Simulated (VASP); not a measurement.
# ZnS in VASP: notebook

ZnS is run at these levels: PBE; tasks: electric field gradients.

Program: VASP 6.6.1. These are calculated values, not measurements. Logs are shortened: lines on timing, memory, paths and dates and some standing lists are left out, and cuts for length are marked.

### Step 1. The cell of the first run

It takes space group F-43m (No. 216, cubic). Conventional cell: a = 5.480 Å, b = 5.480 Å, c = 5.480 Å, α = 90.00°, β = 90.00°, γ = 90.00°. Within 3.1 Å of Zn (site symmetry -43m) lie 4 S at 2.37 Å. S (site symmetry -43m) has 4 Zn at 2.37 Å within 3.1 Å.

### Step 2. Electric field gradients, PBE (volume scaled by 1.04)

Input file INCAR:

```
SYSTEM = ZnS
PREC     = Accurate       ! precision mode
ENCUT    = 520            ! plane-wave cutoff, eV
EDIFF    = 1E-8           ! SCF threshold, eV
ISMEAR   = -1             ! smearing method
SIGMA    = 0.01           ! smearing width, eV
LREAL    = .False.        ! projectors in reciprocal space
LASPH    = .True.         ! aspherical terms in the spheres
NELM     = 60             ! most SCF steps
ALGO     = Normal         ! electronic algorithm
ISIF     = 2              ! what is computed and relaxed
LWAVE    = .False.        ! write WAVECAR
LCHARG   = .False.        ! write CHGCAR
GGA      = PE             ! functional
LEFG     = .True.       
NBANDS   = 16             ! bands
```

Input file KPOINTS:

```
regular mesh
0
Gamma
  8 8 8
  0 0 0
```

Input file POSCAR:

```
ZnS
1.0
    0.0000000000      2.7402415815      2.7402415815
    2.7402415815      0.0000000000      2.7402415815
    2.7402415815      2.7402415815      0.0000000000
Zn S
1 1
Direct
    0.0000000000      0.0000000000      0.0000000000
    0.7500000000      0.7500000000      0.7500000000
```

Potentials or basis: VASP PAW PBE potentials, release 64 (Zn, S).

Launch:

```sh
$ cat potpaw_PBE.64/Zn/POTCAR potpaw_PBE.64/S/POTCAR > POTCAR
$ mpirun -np 1 vasp_std > vasp.out
```

OUTCAR:

```text
SYSTEM = ZnS
   PREC = Accurate
   ENCUT = 520
   EDIFF = 1E-8
   ISMEAR = -1
   LREAL = .False.
   LASPH = .True.
   NELM = 60
   ISIF = 2
   GGA = PE

 ion  position               nearest neighbor table
   1  0.000  0.000  0.000-   2 2.37   2 2.37   2 2.37   2 2.37
   2  0.750  0.750  0.750-   1 2.37   1 2.37   1 2.37   1 2.37

  LATTYP: Found a face centered cubic cell.
 ALAT       =     5.4804831630

  Lattice vectors:

 A1 = (   0.0000000000,   2.7402415815,   2.7402415815)
 A2 = (   2.7402415815,   0.0000000000,   2.7402415815)
 A3 = (   2.7402415815,   2.7402415815,   0.0000000000)

Analysis of symmetry for initial positions (statically):
=====================================================================
 Subroutine PRICEL returns:
 Original cell was already a primitive cell.

 Routine SETGRP: Setting up the symmetry group for a
 face centered cubic supercell.

 Subroutine GETGRP returns: Found 24 space group operations
 (whereof 24 operations were pure point group operations)
 out of a pool of 48 trial point group operations.

The static configuration has the point symmetry T_d .

Analysis of symmetry for dynamics (positions and initial velocities):
=====================================================================
 Subroutine PRICEL returns:
 Original cell was already a primitive cell.

 Routine SETGRP: Setting up the symmetry group for a
 face centered cubic supercell.

 Subroutine GETGRP returns: Found 24 space group operations
 (whereof 24 operations were pure point group operations)
 out of a pool of 48 trial point group operations.

The dynamic configuration has the point symmetry T_d .

 Subroutine INISYM returns: Found 24 space group operations
 (whereof 24 operations are pure point group operations),
 and found     1 'primitive' translations

----------------------------------------------------------------------------------------

                                     Primitive cell

  volume of cell :      41.1525

  direct lattice vectors                    reciprocal lattice vectors
     0.000000000  2.740241581  2.740241581    -0.182465664  0.182465664  0.182465664
     2.740241581  0.000000000  2.740241581     0.182465664 -0.182465664  0.182465664
     2.740241581  2.740241581  0.000000000     0.182465664  0.182465664 -0.182465664

  length of vectors
     3.875286809  3.875286809  3.875286809     0.316039801  0.316039801  0.316039801
[... 116 lines left out ...]
 NGX is ok and might be reduce to    30
   NGX = 15   NGY = 15   NGZ = 15

 number of electron      17.9999999 magnetization

 Free energy of the ion-electron system (eV)
  ---------------------------------------------------
  ext. energy  EPLUGINS =         0.00000000
  ---------------------------------------------------
  free energy    TOTEN  =        -6.84968896 eV

  energy without entropy =       -6.84968896  energy(sigma->0) =       -6.84968896

 E-fermi :   1.9663     XC(G=0):  -9.4329

 val. band max:        1.7234723667   @ k =   0.0000   0.0000   0.0000
 cond. band min:       3.6551470646   @ k =   0.0000   0.0000   0.0000
 fundamental gap:      1.9316746978
 Fermi energy:         1.9663294842

 k-point     1 :       0.0000    0.0000    0.0000
  band No.  band energies     occupation
      1     -11.1322      2.00000
      2      -4.4575      2.00000
      3      -4.4575      2.00000
      4      -4.4575      2.00000
      5      -4.0080      2.00000
      6      -4.0080      2.00000
[... 433 lines left out ...]
      3      -4.2880      2.00000
      4      -4.0503      2.00000
      5      -3.9958      2.00000
      6      -3.7596      2.00000
[... 8 lines left out ...]
     15      15.0260      0.00000
     16      15.7907      0.00000

 [... further k-points ...]
[... 5 lines left out ...]
  --------------------------------------------------------------------------------------
  -------------------------------------------------------------------------------------
  Total       -0.3115134     -0.3115134     -0.3115134      0.0000000      0.0000000      0.0000000
  in kB      -12.1280445    -12.1280445    -12.1280445      0.0000000      0.0000000      0.0000000
  external PRESSURE =     -12.1280445 kB  Pullay stress =       0.0000000 kB

 VOLUME and BASIS-vectors are now :
 -----------------------------------------------------------------------------
  energy-cutoff  :      520.00
  volume of cell :       41.15
      direct lattice vectors                 reciprocal lattice vectors
     0.000000000  2.740241581  2.740241581    -0.182465664  0.182465664  0.182465664
     2.740241581  0.000000000  2.740241581     0.182465664 -0.182465664  0.182465664
     2.740241581  2.740241581  0.000000000     0.182465664  0.182465664 -0.182465664

 POSITION                                       TOTAL-FORCE (eV/Angst)
 -----------------------------------------------------------------------------------
      0.00000      0.00000      0.00000         0.000000     -0.000000     -0.000000
      4.11036      4.11036      4.11036        -0.000000      0.000000      0.000000
 -----------------------------------------------------------------------------------
    total drift:                                0.000000      0.000000      0.000000

  FREE ENERGIE OF THE ION-ELECTRON SYSTEM (eV)
  ---------------------------------------------------
  free  energy   TOTEN  =        -6.8496889588 eV

  energy  without entropy=       -6.8496889588  energy(sigma->0) =       -6.84968896

 Electric field gradients (V/A^2)
---------------------------------------------------------------------
 ion       V_xx      V_yy      V_zz      V_xy      V_xz      V_yz
---------------------------------------------------------------------
   1      -0.000    -0.000     0.000     0.005     0.005     0.005
   2      -0.000     0.000     0.000    -0.000    -0.000    -0.000
---------------------------------------------------------------------

 Electric field gradients after diagonalization (V/A^2)
 (convention: |V_zz| > |V_xx| > |V_yy|)
----------------------------------------------------------------------
 ion       V_xx      V_yy      V_zz     asymmetry (V_yy - V_xx)/ V_zz
----------------------------------------------------------------------
   1      -0.005    -0.005     0.009       0.000
   2       0.000     0.000    -0.000       0.000
----------------------------------------------------------------------

           NMR quadrupolar parameters

 Cq : quadrupolar parameter    Cq=e*Q*V_zz/h
 eta: asymmetry parameters     (V_yy - V_xx)/ V_zz
 Q  : nuclear electric quadrupole moment in mb (millibarn)
----------------------------------------------------------------------
 ion       Cq(MHz)       eta       Q (mb)
----------------------------------------------------------------------
   1       0.000       0.000       1.000
   2      -0.000       0.000       1.000
----------------------------------------------------------------------
```

OSZICAR:

```text
N       E                     dE             d eps       ncg     rms          rms(c)
DAV:   1     0.880875847580E+02    0.88088E+02   -0.89857E+03   928   0.135E+03
DAV:   2    -0.135208087029E+01   -0.89440E+02   -0.83546E+02  1064   0.257E+02
DAV:   3    -0.721416184634E+01   -0.58621E+01   -0.58347E+01  1128   0.641E+01
DAV:   4    -0.727672091587E+01   -0.62559E-01   -0.62536E-01  1160   0.683E+00
DAV:   5    -0.727746580695E+01   -0.74489E-03   -0.74487E-03  1200   0.715E-01    0.637E+00
DAV:   6    -0.686876767749E+01    0.40870E+00   -0.73690E-01  1400   0.293E+01    0.501E+00
DAV:   7    -0.684994892477E+01    0.18819E-01   -0.23708E-01  1040   0.430E+00    0.258E+00
DAV:   8    -0.684923068554E+01    0.71824E-03   -0.48296E-03  1240   0.733E-01    0.664E-01
DAV:   9    -0.684951793162E+01   -0.28725E-03   -0.11396E-03  1056   0.272E-01    0.106E-01
DAV:  10    -0.684969276260E+01   -0.17483E-03   -0.20703E-04  1128   0.144E-01    0.577E-02
DAV:  11    -0.684968784262E+01    0.49200E-05   -0.35867E-05  1104   0.961E-02    0.593E-03
DAV:  12    -0.684968894538E+01   -0.11028E-05   -0.40529E-06  1288   0.225E-02    0.451E-03
DAV:  13    -0.684968894511E+01    0.26785E-09   -0.77891E-07  1176   0.962E-03    0.207E-03
DAV:  14    -0.684968893276E+01    0.12349E-07   -0.91852E-08  1192   0.226E-03    0.122E-03
DAV:  15    -0.684968894967E+01   -0.16911E-07   -0.38841E-09   936   0.125E-03    0.321E-04
DAV:  16    -0.684968895881E+01   -0.91395E-08   -0.29237E-09   560   0.860E-04
   1 F= -.68496890E+01 E0= -.68496890E+01  d E =-.840626E-13
```

It took 42 s on 1 thread of Intel Xeon 8259CL, shared host; peak memory 0.17 GiB.

Results:

```yaml
Free_energy: -6.8497 eV
Pressure: -1.2 GPa
Band_gap_on_the_k_mesh: 1.93 eV, direct
```

Levels at points of the mesh, in eV from the valence-band top:
| k point | band 6 | band 7 | band 8 | band 9 | band 10 | band 11 | band 12 | band 13 |
| --- | --- | --- | --- | --- | --- | --- | --- | --- |
| (0.00, 0.00, 0.00) | -5.73 | 0.00 | 0.00 | 0.00 | 1.93 | 6.42 | 6.42 | 6.42 |
| (0.50, 0.00, 0.00) | -5.54 | -5.02 | -0.81 | -0.81 | 3.23 | 6.95 | 6.95 | 8.71 |
| (0.50, 0.50, 0.00) | -5.53 | -4.39 | -2.07 | -2.07 | 3.50 | 4.07 | 10.69 | 11.68 |

Caveat: without QUAD_EFG the Cq values of the log hold for a quadrupole moment of 1 mb, not for the nuclei.

### Step 3. Electric field gradients, PBE (volume scaled by 1.04)

Input file INCAR:

```
PREC = Accurate
ENCUT = 520
EDIFF = 1E-8
ISMEAR = -1
SIGMA = 0.01
LREAL = F
LASPH = T
NELM = 80
ALGO = Normal
ISIF = 2
LWAVE = F
LCHARG = F
GGA = PE
LEFG = T
NBANDS = 16
```

Input file KPOINTS:

```
regular mesh
0
Gamma
  8 8 8
```

POSCAR is that of step 2.

Potentials or basis: VASP PAW PBE potentials, release 64 (Zn, S).

Launch:

```sh
$ cat potpaw_PBE.64/Zn/POTCAR potpaw_PBE.64/S/POTCAR > POTCAR
$ mpirun -np 1 vasp_std > vasp.out
```

OUTCAR:

```text
PREC = Accurate
   ENCUT = 520
   EDIFF = 1E-8
   ISMEAR = -1
   LREAL = F
   LASPH = T
   NELM = 80
   ISIF = 2
   GGA = PE

 ion  position               nearest neighbor table
   1  0.000  0.000  0.000-   2 2.37   2 2.37   2 2.37   2 2.37
   2  0.750  0.750  0.750-   1 2.37   1 2.37   1 2.37   1 2.37

  LATTYP: Found a face centered cubic cell.
 ALAT       =     5.4804831630

  Lattice vectors:

 A1 = (   0.0000000000,   2.7402415815,   2.7402415815)
 A2 = (   2.7402415815,   0.0000000000,   2.7402415815)
 A3 = (   2.7402415815,   2.7402415815,   0.0000000000)

Analysis of symmetry for initial positions (statically):
=====================================================================
 Subroutine PRICEL returns:
 Original cell was already a primitive cell.

 Routine SETGRP: Setting up the symmetry group for a
 face centered cubic supercell.

 Subroutine GETGRP returns: Found 24 space group operations
 (whereof 24 operations were pure point group operations)
 out of a pool of 48 trial point group operations.

The static configuration has the point symmetry T_d .

Analysis of symmetry for dynamics (positions and initial velocities):
=====================================================================
 Subroutine PRICEL returns:
 Original cell was already a primitive cell.

 Routine SETGRP: Setting up the symmetry group for a
 face centered cubic supercell.

 Subroutine GETGRP returns: Found 24 space group operations
 (whereof 24 operations were pure point group operations)
 out of a pool of 48 trial point group operations.

The dynamic configuration has the point symmetry T_d .

[... 149 lines left out ...]
 cond. band min:       3.6551470646   @ k =   0.0000   0.0000   0.0000
 fundamental gap:      1.9316746978
 Fermi energy:         1.9663294842

 k-point     1 :       0.0000    0.0000    0.0000
  band No.  band energies     occupation
      1     -11.1322      2.00000
      2      -4.4575      2.00000
      3      -4.4575      2.00000
      4      -4.4575      2.00000
      5      -4.0080      2.00000
      6      -4.0080      2.00000
[... 433 lines left out ...]
      3      -4.2880      2.00000
      4      -4.0503      2.00000
      5      -3.9958      2.00000
      6      -3.7596      2.00000
[... 8 lines left out ...]
     15      15.0260      0.00000
     16      15.7907      0.00000

 [... further k-points ...]
[... 5 lines left out ...]
  --------------------------------------------------------------------------------------
  -------------------------------------------------------------------------------------
  Total       -0.3115134     -0.3115134     -0.3115134      0.0000000      0.0000000      0.0000000
  in kB      -12.1280445    -12.1280445    -12.1280445      0.0000000      0.0000000      0.0000000
  external PRESSURE =     -12.1280445 kB  Pullay stress =       0.0000000 kB

 VOLUME and BASIS-vectors are now :
 -----------------------------------------------------------------------------
  energy-cutoff  :      520.00
  volume of cell :       41.15
      direct lattice vectors                 reciprocal lattice vectors
     0.000000000  2.740241581  2.740241581    -0.182465664  0.182465664  0.182465664
     2.740241581  0.000000000  2.740241581     0.182465664 -0.182465664  0.182465664
     2.740241581  2.740241581  0.000000000     0.182465664  0.182465664 -0.182465664

 POSITION                                       TOTAL-FORCE (eV/Angst)
 -----------------------------------------------------------------------------------
      0.00000      0.00000      0.00000         0.000000     -0.000000     -0.000000
      4.11036      4.11036      4.11036        -0.000000      0.000000      0.000000
 -----------------------------------------------------------------------------------
    total drift:                                0.000000      0.000000      0.000000

  FREE ENERGIE OF THE ION-ELECTRON SYSTEM (eV)
  ---------------------------------------------------
  free  energy   TOTEN  =        -6.8496889588 eV

  energy  without entropy=       -6.8496889588  energy(sigma->0) =       -6.84968896

 Electric field gradients (V/A^2)
---------------------------------------------------------------------
 ion       V_xx      V_yy      V_zz      V_xy      V_xz      V_yz
---------------------------------------------------------------------
   1      -0.000    -0.000     0.000     0.005     0.005     0.005
   2      -0.000     0.000     0.000    -0.000    -0.000    -0.000
---------------------------------------------------------------------

 Electric field gradients after diagonalization (V/A^2)
 (convention: |V_zz| > |V_xx| > |V_yy|)
----------------------------------------------------------------------
 ion       V_xx      V_yy      V_zz     asymmetry (V_yy - V_xx)/ V_zz
----------------------------------------------------------------------
   1      -0.005    -0.005     0.009       0.000
   2       0.000     0.000    -0.000       0.000
----------------------------------------------------------------------

           NMR quadrupolar parameters

 Cq : quadrupolar parameter    Cq=e*Q*V_zz/h
 eta: asymmetry parameters     (V_yy - V_xx)/ V_zz
 Q  : nuclear electric quadrupole moment in mb (millibarn)
----------------------------------------------------------------------
 ion       Cq(MHz)       eta       Q (mb)
----------------------------------------------------------------------
   1       0.000       0.000       1.000
   2      -0.000       0.000       1.000
----------------------------------------------------------------------
```

stdout:

```text
POSCAR found type information on POSCAR ZnS
 POSCAR found :  2 types and       2 ions
 scaLAPACK will be used
 LDA part: xc-table for (Slater+PW92), standard interpolation
 POSCAR, INCAR and KPOINTS ok, starting setup
 FFT: planning ... GRIDC
 FFT: planning ... GRID_SOFT
 FFT: planning ... GRID
 WAVECAR not read
 entering main loop
ion   1

ion   2
```

It took 42 s on 1 thread of Intel Xeon 8259CL, shared host; peak memory 0.17 GiB.

Results:

```yaml
Free_energy: -6.8497 eV
Pressure: -1.2 GPa
Band_gap_on_the_k_mesh: 1.93 eV, direct
```

Levels at points of the mesh, in eV from the valence-band top:
| k point | band 6 | band 7 | band 8 | band 9 | band 10 | band 11 | band 12 | band 13 |
| --- | --- | --- | --- | --- | --- | --- | --- | --- |
| (0.00, 0.00, 0.00) | -5.73 | 0.00 | 0.00 | 0.00 | 1.93 | 6.42 | 6.42 | 6.42 |
| (0.50, 0.00, 0.00) | -5.54 | -5.02 | -0.81 | -0.81 | 3.23 | 6.95 | 6.95 | 8.71 |
| (0.50, 0.50, 0.00) | -5.53 | -4.39 | -2.07 | -2.07 | 3.50 | 4.07 | 10.69 | 11.68 |

Caveat: without QUAD_EFG the Cq values of the log hold for a quadrupole moment of 1 mb, not for the nuclei.

[end of part 1 of 2]
